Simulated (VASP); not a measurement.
Set up this calculation in VASP 6.6.1, as the native input.

| Item | Value |
| --- | --- |
| Task | single point |
| Functional | PBE |
| Potentials or basis | VASP PAW PBE potentials, release 64 (As, In_d, Sb) |
| Cutoff | 520 eV |
| k mesh | 6 × 6 × 6 |
| Occupations | fermi-dirac, width 0.02 eV |
| Spin | no spin polarisation |
| Dipole correction | no |
| Further INCAR settings | ALGO = Normal; EDIFF = 1e-06; NBANDS = 36 |

The structure of In3SbAs2 lies in POSCAR:

```
In3SbAs2
1.0
   -2.1962663123      6.5857620400      3.0989173138
    2.1962663123     -6.5857620400      3.0989173138
    2.1962663123      6.5857620400     -3.0989173138
As In Sb
2 3 1
Direct
    0.3326410519      0.0007660252      0.3318750267
    0.6688909985      0.0007660252      0.6681249733
    0.5647435378      0.7394902188      0.8252533191
    0.9142368997      0.7394902188      0.1747466809
    0.2714415012      0.7714415012      0.5000000000
   -0.0019539892     -0.0019539892      0.0000000000
```

One way to write it, as run:

INCAR

```
ALGO = Normal
EDIFF = 1E-6
ENCUT = 520
GGA = PE
ISIF = 2
ISMEAR = -1
LASPH = True
LCHARG = False
LREAL = False
LWAVE = False
NBANDS = 36
NELM = 60
PREC = Accurate
SIGMA = 0.02
```

KPOINTS

```
k-points
0
Gamma
  6 6 6
```

Potentials or basis: VASP PAW PBE potentials, release 64 (As, In_d, Sb).

Command:

```sh
$ cat potpaw_PBE.64/As/POTCAR potpaw_PBE.64/In_d/POTCAR potpaw_PBE.64/Sb/POTCAR > POTCAR
$ mpirun -np 1 vasp_std > vasp.out
```

Results of the run:

```yaml
Pressure: 3.2 GPa
Largest_force: 0.050 eV/Å
Band_gap_on_the_k_mesh: 0.03 eV (least direct gap 0.11 eV)
```

Caveat: the cell stands under pressure; semilocal functionals underestimate gaps, and a narrow one can read as zero; spin-orbit coupling is left out, which moves the levels of the heavy elements.

Wall time 12 min on 1 thread of Intel Xeon 8259CL, with other jobs on the host, peak memory 0.63 GiB.
